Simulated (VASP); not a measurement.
Write the native input for VASP 6.6.1 that does the following.

```yaml
Task: single point
Functional: r2SCAN
Potentials_or_basis: VASP PAW PBE potentials, release 64 (Cd, S)
Cutoff: 520 eV
k_mesh: 8 × 8 × 8
Occupations: gaussian, width 0.01 eV
Spin: no spin polarisation
Dipole_correction: no
Further_INCAR_settings: ALGO = Normal; EDIFF = 1e-07; NBANDS = 16
```

Crystal: CdS.

```
Cd S
1.0
    -0.07172    2.93921    2.93921
     2.93921   -0.07172    2.93921
     2.86750    2.86750    0.00000
Cd S
1 1
Direct
  0.99461 0.99461 0.00539
  0.25539 0.25539 0.24461
```

This cell differs from its parent crystal: shear xy strain -4.9%.

One way to write it, as run:

POSCAR

```
CdS
1.0
   -0.0717168421      2.9392148400      2.9392148400
    2.9392148400     -0.0717168421      2.9392148400
    2.8674979979      2.8674979979      0.0000000000
Cd S
1 1
Direct
   -0.0053866617     -0.0053866617      0.0053866617
    0.2553866617      0.2553866617      0.2446133383
```

INCAR.step1

```
SYSTEM = CdS
PREC = Accurate ; ENCUT = 520
ISMEAR = 0 ; SIGMA = 0.01
LREAL = .FALSE. ; LASPH = .TRUE.
NELM = 100 ; NBANDS = 16
GGA = PE ; ALGO = Normal
EDIFF = 1E-4 ; LWAVE = .TRUE.
LCHARG = .FALSE.
```

INCAR.step2

```
SYSTEM = CdS
PREC = Accurate ; ENCUT = 520
EDIFF = 1E-7 ; ISMEAR = 0
SIGMA = 0.01 ; LREAL = .FALSE.
LASPH = .TRUE. ; NELM = 100
ALGO = Normal ; ISIF = 2
LWAVE = .FALSE. ; LCHARG = .TRUE.
METAGGA = R2SCAN ; LMIXTAU = .TRUE.
LELF = .TRUE. ; LVHAR = .TRUE.
NBANDS = 16 ; ISTART = 1
```

KPOINTS

```
Automatic mesh
0
G
  8 8 8
  0 0 0
```

Potentials or basis: VASP PAW PBE potentials, release 64 (Cd, S).

Launch:

```sh
$ cat potpaw_PBE.64/Cd/POTCAR potpaw_PBE.64/S/POTCAR > POTCAR
$ cp INCAR.step1 INCAR
$ mpirun -np 1 vasp_std > vasp.out
$ cp INCAR.step2 INCAR
$ mpirun -np 1 vasp_std > vasp.out
```

It gave:

- Pressure: 0.2 GPa
- Largest force: 0.006 eV/Å
- Band gap on the k mesh: 1.42 eV, direct

Caveat: the cell differs from its parent crystal (shear xy strain -4.9%); the PAW data sets were made with another functional, which shifts forces and pressure a little.

Run time: 2.4 min on 1 thread of AMD EPYC 9R45 96-Core Processor (Zen 5), on a shared host, peak memory 0.2 GiB.
